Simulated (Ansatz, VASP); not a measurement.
**Two plane-wave programs on BN**

INCAR

```
SYSTEM = BN
PREC = Accurate
ENCUT = 520
EDIFF = 1E-6
ISMEAR = 0
SIGMA = 0.05
LREAL = .FALSE.
LASPH = .TRUE.
NELM = 60
ALGO = Normal
ISIF = 2
LWAVE = .FALSE.
LCHARG = .FALSE.
GGA = PE
IVDW = 12
NBANDS = 16
```

Contents of KPOINTS:

```
regular mesh
0
G
  12 12 4
  0 0 0
```

The input POSCAR:

```
BN
1.0
    2.5061233057      0.0000000000      0.0000000000
   -1.2530616528      2.1703664477      0.0000000000
    0.0000000000      0.0000000000      6.5973571420
B N
2 2
Direct
    0.0000000000      0.0000000000      0.4708974373
    0.3333333333      0.6666666667      0.0000000000
    0.0000000000      0.0000000000      0.0000000000
    0.6666666667      0.3333333333      0.5000000000
```

Input for Ansatz:

```yaml
crystal:
  lattice:
    - [2.5061233057, 0.0, 0.0]
    - [-1.2530616528, 2.1703664477, 0.0]
    - [0.0, 0.0, 6.597357142]
  atoms:
    - { symbol: B, position: [0.0, 0.0, 0.4708974373] }
    - { symbol: B, position: [0.3333333333, 0.6666666667, 0.0] }
    - { symbol: "N", position: [0.0, 0.0, 0.0] }
    - { symbol: "N", position: [0.6666666667, 0.3333333333, 0.5] }
basis:
  ecutwfc: 420
kpoints:
  mp_grid: { grid: [12, 12, 4] }
hamiltonian:
  xc: pbe
  dispersion: d3bj
scf:
  occupations: { method: gaussian, width: 0.05 }
output:
  forces: true
  stress: true
  eigenvalues: true
```

Alike in both runs: task single point; functional PBE; dispersion D3(BJ); k mesh 12 × 12 × 4; occupations gaussian, width 0.05 eV; no spin polarisation.

|  | VASP | Ansatz |
| --- | --- | --- |
| version | VASP 6.6.1 | Ansatz 0.2.0 |
| potentials or method | VASP PAW PBE potentials, release 64 (B, N), cutoff 520 eV | scalar-relativistic, plane waves, PAW |
| valence electrons in the cell | 16 | 16 |

Ansatz gave:

```
gap on the k mesh at the Fermi level (eV)                     : 4.19
least direct gap on the mesh (eV)                             : 4.34
pressure (GPa)                                                : -1.2
traceless stress, the component that is largest in VASP (GPa) : -1.36
rms of the force components (eV/Å)                            : 1.047
```

Problem. Which values does VASP return?

Solution. gap on the k mesh at the Fermi level (eV): 4.18; least direct gap on the mesh (eV): 4.34; pressure (GPa): -1.1; traceless stress, the component that is largest in VASP (GPa): -1.58; rms of the force components (eV/Å): 1.049.

Atom by atom the forces differ by 0.002 eV/Å (rms over components).
